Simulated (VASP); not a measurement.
# CaMg (P4/mmm) in VASP: notebook

The runs below take CaMg through single point, with LDA.

Program: VASP 6.6.1. These are calculated values, not measurements. Logs are shortened: lines on timing, memory, paths and dates and some standing lists are left out, and cuts for length are marked.

**1. The cell of the first run**

It takes space group P4/mmm (No. 123, tetragonal). Conventional cell: a = 3.927 Å, b = 3.927 Å, c = 3.862 Å, α = 90.00°, β = 90.00°, γ = 90.00°. Within 4.4 Å of Ca (site symmetry 4/mmm) lie 8 Mg at 3.38 Å and 6 Ca at 3.86 to 3.93 Å. Mg (site symmetry 4/mmm) has 8 Ca at 3.38 Å and 6 Mg at 3.86 to 3.93 Å within 4.4 Å.

**2. Single point, LDA (strain -0.0250 x Voigt [1, 1, 0, 0, 0, 0])**

File INCAR:

```
PREC     = Accurate       # precision mode
ENCUT    = 520            # plane-wave cutoff, eV
EDIFF    = 1E-6           # SCF threshold, eV
ISMEAR   = 0              # smearing method
SIGMA    = 0.15           # smearing width, eV
LREAL    = F              # projectors in reciprocal space
LASPH    = T              # aspherical terms in the spheres
NELM     = 80             # most SCF steps
ALGO     = Fast           # electronic algorithm
ISIF     = 2              # what is computed and relaxed
LWAVE    = F              # write WAVECAR
LCHARG   = F              # write CHGCAR
NBANDS   = 13             # bands
```

File KPOINTS:

```
regular mesh
0
Gamma
  12 12 12
```

File POSCAR:

```
CaMg
1.0
    3.9266880705      0.0000000000      0.0000000000
    0.0000000000      3.9266880705      0.0000000000
    0.0000000000      0.0000000000      3.8616243500
Ca Mg
1 1
Direct
    0.0000000000      0.0000000000      0.5000000000
    0.5000000000      0.5000000000      0.0000000000
```

Potentials or basis: VASP PAW LDA potentials, release 64 (Ca_sv, Mg).

The run is started by

```
cat potpaw_LDA.64/Ca_sv/POTCAR potpaw_LDA.64/Mg/POTCAR > POTCAR
mpirun -np 1 vasp_std > vasp.out
```

OUTCAR:

```text
PREC = Accurate
   ENCUT = 520
   EDIFF = 1E-6
   ISMEAR = 0
   LREAL = F
   LASPH = T
   NELM = 80
   ISIF = 2

 ion  position               nearest neighbor table
   1  0.000  0.000  0.500-   2 3.38   2 3.38   2 3.38   2 3.38   2 3.38   2 3.38   2 3.38   2 3.38

   2  0.500  0.500  0.000-   1 3.38   1 3.38   1 3.38   1 3.38   1 3.38   1 3.38   1 3.38   1 3.38

  LATTYP: Found a simple tetragonal cell.
 ALAT       =     3.9266880705
 C/A-ratio  =     0.9834303822

  Lattice vectors:

 A1 = (   3.9266880705,   0.0000000000,   0.0000000000)
 A2 = (   0.0000000000,   3.9266880705,   0.0000000000)
 A3 = (   0.0000000000,   0.0000000000,   3.8616243500)

Analysis of symmetry for initial positions (statically):
=====================================================================
 Subroutine PRICEL returns:
 Original cell was already a primitive cell.

 Routine SETGRP: Setting up the symmetry group for a
 simple tetragonal supercell.

 Subroutine GETGRP returns: Found 16 space group operations
 (whereof 16 operations were pure point group operations)
 out of a pool of 16 trial point group operations.

The static configuration has the point symmetry D_4h.

Analysis of symmetry for dynamics (positions and initial velocities):
=====================================================================
 Subroutine PRICEL returns:
 Original cell was already a primitive cell.

 Routine SETGRP: Setting up the symmetry group for a
 simple tetragonal supercell.

 Subroutine GETGRP returns: Found 16 space group operations
 (whereof 16 operations were pure point group operations)
 out of a pool of 16 trial point group operations.

The dynamic configuration has the point symmetry D_4h.

 Subroutine INISYM returns: Found 16 space group operations
 (whereof 16 operations are pure point group operations),
 and found     1 'primitive' translations

----------------------------------------------------------------------------------------

                                     Primitive cell

  volume of cell :      59.5419

  direct lattice vectors                    reciprocal lattice vectors
     3.926688071  0.000000000  0.000000000     0.254667542  0.000000000  0.000000000
     0.000000000  3.926688071  0.000000000     0.000000000  0.254667542  0.000000000
     0.000000000  0.000000000  3.861624350     0.000000000  0.000000000  0.258958384

  length of vectors
     3.926688071  3.926688071  3.861624350     0.254667542  0.254667542  0.258958384

  position of ions in fractional coordinates (direct lattice)
     0.000000000  0.000000000  0.500000000
     0.500000000  0.500000000  0.000000000

  ion indices of the primitive-cell ions
   primitive index   ion index
                 1           1
                 2           2

----------------------------------------------------------------------------------------

 KPOINTS: regular mesh

Automatic generation of k-mesh.
 Grid dimensions read from file:
 generate k-points for:   12   12   12

 Generating k-lattice:

  Cartesian coordinates                     Fractional coordinates (reciprocal lattice)
     0.021222295  0.000000000  0.000000000     0.083333333  0.000000000  0.000000000
     0.000000000  0.021222295  0.000000000     0.000000000  0.083333333  0.000000000
     0.000000000  0.000000000  0.021579865     0.000000000  0.000000000  0.083333333

  Length of vectors
     0.021222295  0.021222295  0.021579865

  Shift w.r.t. Gamma in fractional coordinates (k-lattice)
     0.000000000  0.000000000  0.000000000

 Subroutine IBZKPT returns following result:
 ===========================================

 Found    196 irreducible k-points:

 Following reciprocal coordinates:
            Coordinates               Weight
  0.000000  0.000000  0.000000      1.000000
  0.083333  0.000000  0.000000      4.000000
  0.166667  0.000000  0.000000      4.000000
  0.250000  0.000000  0.000000      4.000000
  0.333333  0.000000  0.000000      4.000000
  0.416667  0.000000  0.000000      4.000000
[... 16 lines left out ...]
  0.333333  0.333333  0.000000      4.000000
  0.416667  0.333333  0.000000      8.000000
 [... further k-points ...]
   k-points           NKPTS =    196   k-points in BZ     NKDIM =    196   number of bands    NBANDS=     13
   number of dos      NEDOS =    301   number of ions     NIONS =      2
   total plane-waves  NPLWV =  27000
   dimension x,y,z NGX =    30 NGY =   30 NGZ =   30
   dimension x,y,z NGXF=    60 NGYF=   60 NGZF=   60
   ions per type =               1   1
   NGX,Y,Z   is equivalent  to a cutoff of  12.70, 12.70, 12.92 a.u.
   NGXF,Y,Z  is equivalent  to a cutoff of  25.40, 25.40, 25.83 a.u.
 SYSTEM =  unknown system
   PREC   = accura    normal or accurate (medium, high low for compatibility)
   ISTART =      0    job   : 0-new  1-cont  2-samecut
   ICHARG =      2    charge: 1-file 2-atom 10-const
   ISPIN  =      1    spin polarized calculation?
   LNONCOLLINEAR =      F non collinear calculations
   LSORBIT =      F    spin-orbit coupling
   LASPH  =      T    aspherical Exc in radial PAW
   ENCUT  =  520.0 eV  38.22 Ry    6.18 a.u.   7.30  7.30  7.18*2*pi/ulx,y,z
   NELM   =     80;   NELMIN=  2; NELMDL= -5     # of ELM steps
   EDIFF  = 0.1E-05   stopping-criterion for ELM
   LREAL  =      F    real-space projection
   EDIFFG = 0.1E-04   stopping-criterion for IOM
   NSW    =      0    number of steps for IOM
   IBRION =     -1    ionic relax: 0-MD 1-quasi-New 2-CG
   NFREE  =      0    steps in history (QN), initial steepest desc. (CG)
   ISIF   =      2    stress and relaxation
   ISYM   =      2    0-nonsym 1-usesym 2-fastsym
   POTIM  = 0.5000    time-step for ionic-motion
   TEBEG  =    0.0;   TEEND  =   0.0 temperature during run
   PSTRESS=    0.0 pullay stress
   NELECT =      12.0000    total number of electrons
   NUPDOWN=      -1.0000    fix difference up-down
   EMIN   =  10.00;   EMAX   =-10.00  energy-range for DOS
   EFERMI =   0.00;   METHOD = LEGACY
   ISMEAR =     0;   SIGMA  =   0.15  broadening in eV -4-tet -1-fermi 0-gaus
   EFERMI_NEDOS =   21; number of points for ismear=-14 and -15
   IALGO  =     68    algorithm
   IMIX   =      4    mixing-type and parameters
     AMIX     =   0.40;   BMIX     =  1.00
     AMIX_MAG =   1.60;   BMIX_MAG =  1.00
  volume/ion in A,a.u.               =      29.77       200.90
  Fermi-wavevector in a.u.,A,eV,Ry     =   0.959830  1.813816 12.534688  0.921274
  Thomas-Fermi vector in A             =   2.089061
   LORBIT       =      0    0 simple, 1 ext, 2 COOP (PROOUT), +10 PAW based schemes
   GGA     = CA    functional components
   LHFCALC =     F    Hartree Fock is set to
   AEXX    =    0.0000 exact exchange contribution
   IVDW    =     0    specifies the selected vdW correction
   LEPSILON=     F    determine dielectric tensor
   LRPA    =     F    only Hartree local field effects (RPA)
 non-spin polarized calculation
 RMM-DIIS sequential band-by-band and
 Gauss-broadening in eV      SIGMA  =   0.15
  energy-cutoff  :      520.00
  volume of cell :       59.54
 maximum number of plane-waves:      1628
 NGX is ok and might be reduce to    30
   NGX = 15   NGY = 15   NGZ = 15

 number of electron      12.0000003 magnetization

 Free energy of the ion-electron system (eV)
  ---------------------------------------------------
  ext. energy  EPLUGINS =         0.00000000
  ---------------------------------------------------
  free energy    TOTEN  =        -4.28311507 eV

  energy without entropy =       -4.26411402  energy(sigma->0) =       -4.27361455

 E-fermi :   2.1969     XC(G=0):  -8.5400

 val. band max:        2.1762453294   @ k =   0.0833   0.0833   0.2500
 cond. band min:       2.1997794591   @ k =   0.3333   0.0000   0.3333
 fundamental gap:      0.0235341297
 Fermi energy:         2.1969410642

 k-point     1 :       0.0000    0.0000    0.0000
  band No.  band energies     occupation
      1     -38.7411      2.00000
      2     -20.0191      2.00000
      3     -20.0191      2.00000
      4     -20.0155      2.00000
      5      -3.0396      2.00000
      6       3.1318      0.00000
      7       3.1642      0.00000
      8       5.9830      0.00000
      9       6.0475      0.00000
     10       6.0475      0.00000
     11       6.2823      0.00000
     12       6.2823      0.00000
     13       6.5970      0.00000

 k-point     2 :       0.0833    0.0000    0.0000
  band No.  band energies     occupation
      1     -38.7407      2.00000
      2     -20.0247      2.00000
      3     -20.0186      2.00000
      4     -20.0150      2.00000
      5      -2.9650      2.00000
      6       3.0265      0.00000
      7       3.1959      0.00000
      8       5.6313      0.00000
      9       5.7676      0.00000
     10       6.0587      0.00000
     11       6.0971      0.00000
     12       6.6823      0.00000
     13       6.9261      0.00000

 k-point     3 :       0.1667    0.0000    0.0000
  band No.  band energies     occupation
      1     -38.7398      2.00000
      2     -20.0399      2.00000
      3     -20.0173      2.00000
      4     -20.0138      2.00000
      5      -2.7436      2.00000
      6       2.6362      0.00003
      7       3.3074      0.00000
      8       5.2228      0.00000
      9       5.3764      0.00000
     10       5.8776      0.00000
     11       6.0898      0.00000
     12       7.2390      0.00000
     13       7.4687      0.00000
[... 305 lines left out ...]
 k-point    23 :       0.3333    0.3333    0.0000
  band No.  band energies     occupation
      1     -38.7337      2.00000
      2     -20.0744      2.00000
      3     -20.0728      2.00000
      4     -20.0051      2.00000
      5      -0.9042      2.00000
      6       1.7684      1.99995
      7       2.1339      1.44757
      8       3.9541      0.00000
      9       5.0321      0.00000
     10       5.3178      0.00000
     11       6.6582      0.00000
     12       6.9751      0.00000
     13       8.5635      0.00000

 k-point    24 :       0.4167    0.3333    0.0000
  band No.  band energies     occupation
      1     -38.7328      2.00000
      2     -20.0881      2.00000
      3     -20.0718      2.00000
      4     -20.0038      2.00000
      5      -0.4399      2.00000
      6       1.2367      2.00000
      7       2.3665      0.10982
      8       3.6394      0.00000
      9       4.9854      0.00000
     10       5.2980      0.00000
     11       6.7163      0.00000
     12       7.1129      0.00000
     13       8.2118      0.00000

 [... further k-points ...]
[... 5 lines left out ...]
  --------------------------------------------------------------------------------------
  -------------------------------------------------------------------------------------
  Total       -0.4238604     -0.4238604     -0.3682288      0.0000000      0.0000000      0.0000000
  in kB      -11.4054017    -11.4054017     -9.9084442      0.0000000      0.0000000      0.0000000
  external PRESSURE =     -10.9064159 kB  Pullay stress =       0.0000000 kB

 VOLUME and BASIS-vectors are now :
 -----------------------------------------------------------------------------
  energy-cutoff  :      520.00
  volume of cell :       59.54
      direct lattice vectors                 reciprocal lattice vectors
     3.926688071  0.000000000  0.000000000     0.254667542  0.000000000  0.000000000
     0.000000000  3.926688071  0.000000000     0.000000000  0.254667542  0.000000000
     0.000000000  0.000000000  3.861624350     0.000000000  0.000000000  0.258958384

 POSITION                                       TOTAL-FORCE (eV/Angst)
 -----------------------------------------------------------------------------------
      0.00000      0.00000      1.93081         0.000000      0.000000      0.000000
      1.96334      1.96334      0.00000         0.000000      0.000000      0.000000
 -----------------------------------------------------------------------------------
    total drift:                                0.000000      0.000000      0.000000

  FREE ENERGIE OF THE ION-ELECTRON SYSTEM (eV)
  ---------------------------------------------------
  free  energy   TOTEN  =        -4.2831150709 eV

  energy  without entropy=       -4.2641140231  energy(sigma->0) =       -4.27361455
```

Wall time 65 s (1 thread of Intel Xeon 6975P-C (Granite Rapids), shared host); peak memory 0.28 GiB.

What came out:

```
Free energy            : -4.2831 eV
Pressure               : -1.1 GPa
Band gap on the k mesh : zero (band 6 reaches 3.13 eV, above the bottom of band 7 at 1.85 eV)
```

Caveat: the cell differs from its parent crystal (strain -0.0250 x Voigt [1, 1, 0, 0, 0, 0]).

**3. Single point, LDA (strain -0.0750 x Voigt [1, 1, 0, 0, 0, 0])**

File INCAR:

```
SYSTEM = CaMg
ALGO = Fast ; EDIFF = 1E-6
ENCUT = 520 ; ISIF = 2
ISMEAR = 0 ; LASPH = .TRUE.
LCHARG = .FALSE. ; LREAL = .FALSE.
LWAVE = .FALSE. ; NBANDS = 13
NELM = 80 ; PREC = Accurate
SIGMA = 0.15
```

File KPOINTS:

```
k-points
0
G
  12 12 12
  0 0 0
```

File POSCAR:

```
CaMg
1.0
    3.7253194515      0.0000000000      0.0000000000
    0.0000000000      3.7253194515      0.0000000000
    0.0000000000      0.0000000000      3.8616243500
Ca Mg
1 1
Direct
    0.0000000000      0.0000000000      0.5000000000
    0.5000000000      0.5000000000      0.0000000000
```

Potentials or basis: VASP PAW LDA potentials, release 64 (Ca_sv, Mg).

The run is started by

```
cat potpaw_LDA.64/Ca_sv/POTCAR potpaw_LDA.64/Mg/POTCAR > POTCAR
mpirun -np 1 vasp_std > vasp.out
```

Run time: 47 s. Hardware: 1 thread of Intel Xeon 6975P-C (Granite Rapids), shared host; peak memory 0.26 GiB.

Results (log left out):

| Item | Value |
| --- | --- |
| Free energy | -4.2663 eV |
| Pressure | 2.2 GPa |
| Band gap on the k mesh | zero (band 6 reaches 3.52 eV, above the bottom of band 7 at 2.23 eV) |

Stress tensor (GPa, compression positive):
```
2.27 0.00 0.00
0.00 2.27 0.00
0.00 0.00 1.98
```

Levels at points of the mesh, in eV from the Fermi level:
```
           k point  band 4  band 5  band 6  band 7  band 8  band 9
(0.00, 0.00, 0.00)  -21.94   -5.50    0.83    0.92    4.09    4.09
(0.50, 0.00, 0.00)  -21.93   -2.91   -2.54    1.76    2.16    2.53
(0.50, 0.50, 0.00)  -21.93   -1.93   -0.09   -0.09    0.44    2.82
(0.00, 0.00, 0.50)  -21.93   -3.13   -2.66    1.68    2.53    2.53
(0.50, 0.00, 0.50)  -21.92   -2.07   -0.27   -0.19    0.31    3.03
(0.50, 0.50, 0.50)  -22.02   -0.49   -0.45   -0.45    1.93    3.14
```

Caveat: the cell differs from its parent crystal (strain -0.0750 x Voigt [1, 1, 0, 0, 0, 0]).

**4. Single point, LDA (strain -0.0500 x Voigt [1, 1, 0, 0, 0, 0])**

File INCAR:

```
SYSTEM = CaMg
ALGO = Fast
EDIFF = 1E-6
ENCUT = 520
GGA = CA
ISIF = 2
ISMEAR = 0
LASPH = .TRUE.
LCHARG = .TRUE.
LELF = .TRUE.
LREAL = .FALSE.
LVHAR = .TRUE.
LWAVE = .FALSE.
NBANDS = 13
NELM = 60
PREC = Accurate
SIGMA = 0.15
```

KPOINTS is that of step 3.

File POSCAR:

```
CaMg
1.0
    3.8260037610      0.0000000000      0.0000000000
    0.0000000000      3.8260037610      0.0000000000
    0.0000000000      0.0000000000      3.8616243500
Ca Mg
1 1
Direct
    0.0000000000      0.0000000000      0.5000000000
    0.5000000000      0.5000000000      0.0000000000
```

The run is started by

```
cat potpaw_LDA.64/Ca_sv/POTCAR potpaw_LDA.64/Mg/POTCAR > POTCAR
mpirun -np 1 vasp_std > vasp.out
```

Run time: 52 s. Hardware: 1 thread of Intel Xeon 6975P-C (Granite Rapids), shared host; peak memory 0.27 GiB.

It converged, with:

```yaml
Free_energy: -4.2904 eV
Pressure: 0.4 GPa
Band_gap_on_the_k_mesh: zero (band 6 reaches 3.34 eV, above the bottom of band 7 at 2.03 eV)
```

Levels at points of the mesh, in eV from the Fermi level:
| k point | band 4 | band 5 | band 6 | band 7 | band 8 | band 9 |
| --- | --- | --- | --- | --- | --- | --- |
| (0.00, 0.00, 0.00) | -22.08 | -5.36 | 0.91 | 0.93 | 3.97 | 3.97 |
| (0.50, 0.00, 0.00) | -22.07 | -2.95 | -2.51 | 1.74 | 2.28 | 2.37 |
| (0.50, 0.50, 0.00) | -22.06 | -1.94 | -0.19 | -0.19 | 0.36 | 2.87 |
| (0.00, 0.00, 0.50) | -22.07 | -3.00 | -2.55 | 1.71 | 2.37 | 2.37 |
| (0.50, 0.00, 0.50) | -22.06 | -1.98 | -0.24 | -0.22 | 0.32 | 2.92 |
| (0.50, 0.50, 0.50) | -22.15 | -0.41 | -0.40 | -0.40 | 1.69 | 3.01 |

Caveat: the cell differs from its parent crystal (strain -0.0500 x Voigt [1, 1, 0, 0, 0, 0]).

**5. Summary**

```csv
cell,gap on the mesh (eV),pressure (GPa)
"a = 3.927, b = 3.927, c = 3.862 Å, 2 atoms",none,-1.1
"a = 3.725, b = 3.725, c = 3.862 Å, 2 atoms",none,2.2
"a = 3.826, b = 3.826, c = 3.862 Å, 2 atoms",none,0.4
```

Alike in all rows: task single point; level LDA; potentials or basis VASP PAW LDA potentials, release 64 (Ca_sv, Mg); no spin polarisation; k mesh 12 × 12 × 12; cutoff (eV) 520; smearing gaussian 0.15 eV.

Total energies depend on the potentials used, so only differences within one code and one set of settings carry meaning.
